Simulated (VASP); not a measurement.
# KCdCO3F (P-6c2) in VASP: single point with PBE

Aim: the single point of KCdCO3F with PBE.

Program: VASP 6.6.1. These are calculated values, not measurements. Logs are shortened: lines on timing, memory, paths and dates and some standing lists are left out, and cuts for length are marked.

## Step 1: The cell of the first run

It takes space group P-6c2 (No. 188, hexagonal). The conventional cell has a = 5.232 Å, b = 5.232 Å, c = 9.069 Å, α = 90.00°, β = 90.00°, γ = 120.00°. Within 3.8 Å of K (site symmetry 32) lie 6 O at 2.90 Å and 3 F at 3.02 Å and 6 C at 3.78 Å and 6 Cd at 3.78 Å. Within 3.1 Å of Cd (site symmetry -6) lie 6 O at 2.26 to 3.00 Å and 2 F at 2.27 Å and 3 C at 3.02 Å. Within 1.7 Å of C (site symmetry -6) lie 3 O at 1.30 Å. Within 1.7 Å of O (site symmetry m) lie 1 C at 1.30 Å. Within 3.3 Å of F (site symmetry 32) lie 2 Cd at 2.27 Å and 3 K at 3.02 Å and 6 O at 3.20 Å.

## Step 2: Single point, PBE

Contents of INCAR:

```
ALGO = Normal
EDIFF = 1E-6
ENCUT = 700
GGA = PE
GGA_COMPAT = False
ISIF = 2
ISMEAR = -1
LASPH = True
LCHARG = False
LREAL = False
LWAVE = False
NBANDS = 71
NELM = 120
PREC = Accurate
SIGMA = 0.02
```

Contents of KPOINTS:

```
k-points
0
Gamma
  6 6 4
```

Contents of POSCAR:

```
KCdCO3F
1.0
    5.2320701416      0.0000000000      0.0000000000
   -2.6160350708      4.5311056570      0.0000000000
    0.0000000000      0.0000000000      9.0688355610
K Cd C O F
2 2 2 6 2
Direct
    0.6666666667      0.3333333333      0.5000000000
    0.6666666667      0.3333333333      0.0000000000
    0.0000000000      0.0000000000      0.2500000000
    0.0000000000      0.0000000000      0.7500000000
    0.3333333333      0.6666666667      0.2500000000
    0.3333333333      0.6666666667      0.7500000000
    0.4001993290      0.9410445899      0.2500000000
    0.5408452609      0.5998006710      0.2500000000
    0.0589554101      0.4591547391      0.2500000000
    0.0589554101      0.5998006710      0.7500000000
    0.4001993290      0.4591547391      0.7500000000
    0.5408452609      0.9410445899      0.7500000000
    0.0000000000      0.0000000000      0.5000000000
    0.0000000000      0.0000000000      0.0000000000
```

Potentials or basis: VASP PAW PBE potentials, release 64 (K_sv, Cd_sv_GW, C, O, F).

The run is started by

```
$ cat potpaw_PBE.64/K_sv/POTCAR potpaw_PBE.64/Cd_sv_GW/POTCAR potpaw_PBE.64/C/POTCAR potpaw_PBE.64/O/POTCAR potpaw_PBE.64/F/POTCAR > POTCAR
$ mpirun -np 1 vasp_std > vasp.out
```

OUTCAR:

```text
EDIFF = 1E-6
   ENCUT = 700
   GGA = PE
   ISIF = 2
   ISMEAR = -1
   LASPH = True
   LREAL = False
   NELM = 120
   PREC = Accurate

 ion  position               nearest neighbor table
   1  0.667  0.333  0.500-
   2  0.667  0.333  0.000-
   3  0.000  0.000  0.250-   9 2.26   8 2.26   7 2.26  13 2.27  14 2.27
   4  0.000  0.000  0.750-  11 2.26  10 2.26  12 2.26  13 2.27  14 2.27
   5  0.333  0.667  0.250-   7 1.30   9 1.30   8 1.30
   6  0.333  0.667  0.750-  10 1.30  12 1.30  11 1.30
   7  0.400  0.941  0.250-   5 1.30   3 2.26
   8  0.541  0.600  0.250-   5 1.30   3 2.26
   9  0.059  0.459  0.250-   5 1.30   3 2.26
  10  0.059  0.600  0.750-   6 1.30   4 2.26
  11  0.400  0.459  0.750-   6 1.30   4 2.26
  12  0.541  0.941  0.750-   6 1.30   4 2.26
  13  0.000  0.000  0.500-   3 2.27   4 2.27
  14  0.000  0.000  0.000-   3 2.27   4 2.27

  LATTYP: Found a hexagonal cell.
 ALAT       =     5.2320701416
 C/A-ratio  =     1.7333168928

  Lattice vectors:

 A1 = (   5.2320701416,   0.0000000000,   0.0000000000)
 A2 = (  -2.6160350708,   4.5311056570,   0.0000000000)
 A3 = (   0.0000000000,   0.0000000000,   9.0688355610)

Analysis of symmetry for initial positions (statically):
=====================================================================
 Subroutine PRICEL returns:
 Original cell was already a primitive cell.

 Routine SETGRP: Setting up the symmetry group for a
 hexagonal supercell.

 Subroutine GETGRP returns: Found 12 space group operations
 (whereof  6 operations were pure point group operations)
 out of a pool of 24 trial point group operations.

The static configuration has the point symmetry D_3 .
 The point group associated with its full space group is D_3h.

Analysis of symmetry for dynamics (positions and initial velocities):
=====================================================================
 Subroutine PRICEL returns:
 Original cell was already a primitive cell.

 Routine SETGRP: Setting up the symmetry group for a
 hexagonal supercell.

 Subroutine GETGRP returns: Found 12 space group operations
 (whereof  6 operations were pure point group operations)
 out of a pool of 24 trial point group operations.

The dynamic configuration has the point symmetry D_3 .
 The point group associated with its full space group is D_3h.

 Subroutine INISYM returns: Found 12 space group operations
 (whereof  6 operations are pure point group operations),
 and found     1 'primitive' translations

----------------------------------------------------------------------------------------

                                     Primitive cell

  volume of cell :     214.9955

  direct lattice vectors                    reciprocal lattice vectors
     5.232070142  0.000000000  0.000000000     0.191128936  0.110348343  0.000000000
    -2.616035071  4.531105657  0.000000000     0.000000000  0.220696685  0.000000000
     0.000000000  0.000000000  9.068835561     0.000000000  0.000000000  0.110267740

  length of vectors
     5.232070142  5.232070142  9.068835561     0.220696685  0.220696685  0.110267740

  position of ions in fractional coordinates (direct lattice)
     0.666666667  0.333333333  0.500000000
     0.666666667  0.333333333  0.000000000
     0.000000000  0.000000000  0.250000000
     0.000000000  0.000000000  0.750000000
     0.333333333  0.666666667  0.250000000
     0.333333333  0.666666667  0.750000000
     0.400199329  0.941044590  0.250000000
     0.540845261  0.599800671  0.250000000
     0.058955410  0.459154739  0.250000000
     0.058955410  0.599800671  0.750000000
     0.400199329  0.459154739  0.750000000
     0.540845261  0.941044590  0.750000000
     0.000000000  0.000000000  0.500000000
     0.000000000  0.000000000  0.000000000

  ion indices of the primitive-cell ions
   primitive index   ion index
                 1           1
                 2           2
                 3           3
                 4           4
                 5           5
                 6           6
                 7           7
                 8           8
                 9           9
                10          10
                11          11
                12          12
                13          13
                14          14

----------------------------------------------------------------------------------------

 KPOINTS: k-points

Automatic generation of k-mesh.
 Grid dimensions read from file:
 generate k-points for:    6    6    4

 Generating k-lattice:

  Cartesian coordinates                     Fractional coordinates (reciprocal lattice)
     0.031854823  0.018391390  0.000000000     0.166666667  0.000000000  0.000000000
     0.000000000  0.036782781  0.000000000     0.000000000  0.166666667  0.000000000
     0.000000000  0.000000000  0.027566935     0.000000000  0.000000000  0.250000000

  Length of vectors
     0.036782781  0.036782781  0.027566935

  Shift w.r.t. Gamma in fractional coordinates (k-lattice)
     0.000000000  0.000000000  0.000000000

 Subroutine IBZKPT returns following result:
 ===========================================

 Found     21 irreducible k-points:

 Following reciprocal coordinates:
            Coordinates               Weight
  0.000000  0.000000  0.000000      1.000000
  0.166667 -0.000000  0.000000      6.000000
  0.333333 -0.000000  0.000000      6.000000
  0.500000 -0.000000  0.000000      3.000000
  0.166667  0.166667  0.000000      6.000000
  0.333333  0.166667  0.000000     12.000000
[... 13 lines left out ...]
  0.333333  0.166667  0.500000     12.000000
  0.333333  0.333333  0.500000      2.000000
   k-points           NKPTS =     21   k-points in BZ     NKDIM =     21   number of bands    NBANDS=     71
   number of dos      NEDOS =    301   number of ions     NIONS =     14
   total plane-waves  NPLWV = 184320
   dimension x,y,z NGX =    48 NGY =   48 NGZ =   80
   dimension x,y,z NGXF=    96 NGYF=   96 NGZF=  160
   ions per type =               2   2   2   6   2
   NGX,Y,Z   is equivalent  to a cutoff of  15.25, 15.25, 14.67 a.u.
   NGXF,Y,Z  is equivalent  to a cutoff of  30.50, 30.50, 29.33 a.u.
 SYSTEM =  unknown system
   PREC   = accura    normal or accurate (medium, high low for compatibility)
   ISTART =      0    job   : 0-new  1-cont  2-samecut
   ICHARG =      2    charge: 1-file 2-atom 10-const
   ISPIN  =      1    spin polarized calculation?
   LNONCOLLINEAR =      F non collinear calculations
   LSORBIT =      F    spin-orbit coupling
   LASPH  =      T    aspherical Exc in radial PAW
   ENCUT  =  700.0 eV  51.45 Ry    7.17 a.u.  11.29 11.29 19.56*2*pi/ulx,y,z
   NELM   =    120;   NELMIN=  2; NELMDL= -5     # of ELM steps
   EDIFF  = 0.1E-05   stopping-criterion for ELM
   LREAL  =      F    real-space projection
   EDIFFG = 0.1E-04   stopping-criterion for IOM
   NSW    =      0    number of steps for IOM
   IBRION =     -1    ionic relax: 0-MD 1-quasi-New 2-CG
   NFREE  =      0    steps in history (QN), initial steepest desc. (CG)
   ISIF   =      2    stress and relaxation
   ISYM   =      2    0-nonsym 1-usesym 2-fastsym
   POTIM  = 0.5000    time-step for ionic-motion
   TEBEG  =    0.0;   TEEND  =   0.0 temperature during run
   PSTRESS=    0.0 pullay stress
   NELECT =     116.0000    total number of electrons
   NUPDOWN=      -1.0000    fix difference up-down
   EMIN   =  10.00;   EMAX   =-10.00  energy-range for DOS
   EFERMI =   0.00;   METHOD = LEGACY
   ISMEAR =    -1;   SIGMA  =   0.02  broadening in eV -4-tet -1-fermi 0-gaus
   EFERMI_NEDOS =   21; number of points for ismear=-14 and -15
   IALGO  =     38    algorithm
   IMIX   =      4    mixing-type and parameters
     AMIX     =   0.40;   BMIX     =  1.00
     AMIX_MAG =   1.60;   BMIX_MAG =  1.00
  volume/ion in A,a.u.               =      15.36       103.63
  Fermi-wavevector in a.u.,A,eV,Ry     =   1.332757  2.518546 24.167240  1.776242
  Thomas-Fermi vector in A             =   2.461668
   LORBIT       =      0    0 simple, 1 ext, 2 COOP (PROOUT), +10 PAW based schemes
   GGA     = PE    functional components
   LHFCALC =     F    Hartree Fock is set to
   AEXX    =    0.0000 exact exchange contribution
   IVDW    =     0    specifies the selected vdW correction
   LEPSILON=     F    determine dielectric tensor
   LRPA    =     F    only Hartree local field effects (RPA)
 non-spin polarized calculation
  energy-cutoff  :      700.00
  volume of cell :      215.00
 maximum number of plane-waves:      9099
 NGX is ok and might be reduce to    48
   NGX = 23   NGY = 23   NGZ = 39

 number of electron     115.9999980 magnetization

 Free energy of the ion-electron system (eV)
  ---------------------------------------------------
  ext. energy  EPLUGINS =         0.00000000
  ---------------------------------------------------
  free energy    TOTEN  =       -80.42939879 eV

  energy without entropy =      -80.42939879  energy(sigma->0) =      -80.42939879

 E-fermi :   0.6590     XC(G=0):  -8.9873

 val. band max:        0.0685642423   @ k =   0.5000  -0.0000   0.0000
 cond. band min:       3.1320010593   @ k =   0.0000   0.0000   0.0000
 fundamental gap:      3.0634368170
 Fermi energy:         0.6590382407

 k-point     1 :       0.0000    0.0000    0.0000
  band No.  band energies     occupation
      1     -99.8970      2.00000
      2     -99.8970      2.00000
      3     -60.9957      2.00000
      4     -60.9957      2.00000
      5     -60.9957      2.00000
      6     -60.9957      2.00000
[... 62 lines left out ...]
     69       9.3676      0.00000
     70       9.4392      0.00000

 k-point     2 :       0.1667   -0.0000    0.0000
  band No.  band energies     occupation
      1     -99.8970      2.00000
      2     -99.8970      2.00000
      3     -60.9957      2.00000
      4     -60.9957      2.00000
      5     -60.9957      2.00000
      6     -60.9957      2.00000
[... 62 lines left out ...]
     69       9.2637      0.00000
     70       9.5107      0.00000

 k-point     3 :       0.3333   -0.0000    0.0000
  band No.  band energies     occupation
      1     -99.8970      2.00000
      2     -99.8970      2.00000
      3     -60.9957      2.00000
      4     -60.9957      2.00000
      5     -60.9957      2.00000
      6     -60.9957      2.00000
[... 1303 lines left out ...]
     69       8.9583      0.00000
     70       9.0303      0.00000

 k-point    21 :       0.3333    0.3333    0.5000
  band No.  band energies     occupation
      1     -99.8970      2.00000
      2     -99.8970      2.00000
      3     -60.9957      2.00000
      4     -60.9957      2.00000
      5     -60.9957      2.00000
      6     -60.9957      2.00000
[... 62 lines left out ...]
     69       8.7030      0.00000
     70       8.7030      0.00000
 [bands above 70 left out]

------------------------ aborting loop because EDIFF is reached ----------------------------------------

  FORCE on cell =-STRESS in cart. coord.  units (eV):
  Direction    XX          YY          ZZ          XY          YZ          ZX
  --------------------------------------------------------------------------------------
  -------------------------------------------------------------------------------------
  Total        0.5730132      0.5730132     -0.3295066     -0.0000000      0.0000000      0.0000000
  in kB        4.2701778      4.2701778     -2.4555311     -0.0000000      0.0000000      0.0000000
  external PRESSURE =       2.0282748 kB  Pullay stress =       0.0000000 kB

 VOLUME and BASIS-vectors are now :
 -----------------------------------------------------------------------------
  energy-cutoff  :      700.00
  volume of cell :      215.00
      direct lattice vectors                 reciprocal lattice vectors
     5.232070142  0.000000000  0.000000000     0.191128936  0.110348343  0.000000000
    -2.616035071  4.531105657  0.000000000     0.000000000  0.220696685  0.000000000
     0.000000000  0.000000000  9.068835561     0.000000000  0.000000000  0.110267740

 POSITION                                       TOTAL-FORCE (eV/Angst)
 -----------------------------------------------------------------------------------
      2.61604      1.51037      4.53442         0.000000     -0.000000     -0.000000
      2.61604      1.51037      0.00000         0.000000     -0.000000     -0.000000
      0.00000      0.00000      2.26721         0.000000     -0.000000     -0.000000
      0.00000      0.00000      6.80163         0.000000     -0.000000     -0.000000
     -0.00000      3.02074      2.26721         0.000000     -0.000000     -0.000000
     -0.00000      3.02074      6.80163         0.000000     -0.000000      0.000000
     -0.36793      4.26397      2.26721        -0.078134      0.224912     -0.000000
      1.26064      2.71776      2.26721         0.233846     -0.044790      0.000000
     -0.89271      2.08048      2.26721        -0.155712     -0.180122     -0.000000
     -1.26064      2.71776      6.80163        -0.233846     -0.044790      0.000000
      0.89271      2.08048      6.80163         0.155712     -0.180122     -0.000000
      0.36793      4.26397      6.80163         0.078134      0.224912      0.000000
      0.00000      0.00000      4.53442         0.000000     -0.000000     -0.000000
      0.00000      0.00000      0.00000         0.000000     -0.000000     -0.000000
 -----------------------------------------------------------------------------------
    total drift:                                0.000002     -0.000001      0.000000

  FREE ENERGIE OF THE ION-ELECTRON SYSTEM (eV)
  ---------------------------------------------------
  free  energy   TOTEN  =       -80.4293987883 eV

  energy  without entropy=      -80.4293987883  energy(sigma->0) =      -80.42939879
```

Wall time 10 min (1 thread of Intel Xeon Platinum 8488C (Sapphire Rapids), shared host); peak memory 0.77 GiB.

What came out:

- Free energy: -80.4294 eV
- Pressure: 0.2 GPa
- Largest force: 0.238 eV/Å
- Band gap on the k mesh: 3.06 eV (least direct gap 3.09 eV)

Forces on the atoms (eV/Å):
```
K    0.000  0.000  0.000
K    0.000  0.000  0.000
Cd   0.000  0.000  0.000
Cd   0.000  0.000  0.000
C    0.000  0.000  0.000
C    0.000  0.000  0.000
O   -0.078  0.225  0.000
O    0.234 -0.045  0.000
O   -0.156 -0.180  0.000
O   -0.234 -0.045  0.000
O    0.156 -0.180  0.000
O    0.078  0.225  0.000
F    0.000  0.000  0.000
F    0.000  0.000  0.000
```

Levels at points of the mesh, in eV from the valence-band top:
```tsv
k point	band 54	band 55	band 56	band 57	band 58	band 59	band 60	band 61	band 62	band 63
(0.00, 0.00, 0.00)	-1.21	-1.19	-1.19	-0.69	-0.02	3.06	5.03	5.22	5.91	6.68
(0.50, 0.00, 0.00)	-1.21	-1.15	-0.87	-0.01	0.00	4.66	5.99	6.01	6.01	6.33
(0.00, 0.00, 0.50)	-1.20	-1.20	-1.20	-0.34	-0.34	3.71	3.71	5.73	5.73	7.04
(0.50, 0.00, 0.50)	-1.22	-1.18	-1.18	-0.01	-0.01	5.14	5.14	5.98	5.98	6.92
```

A k mesh can miss the band edges.
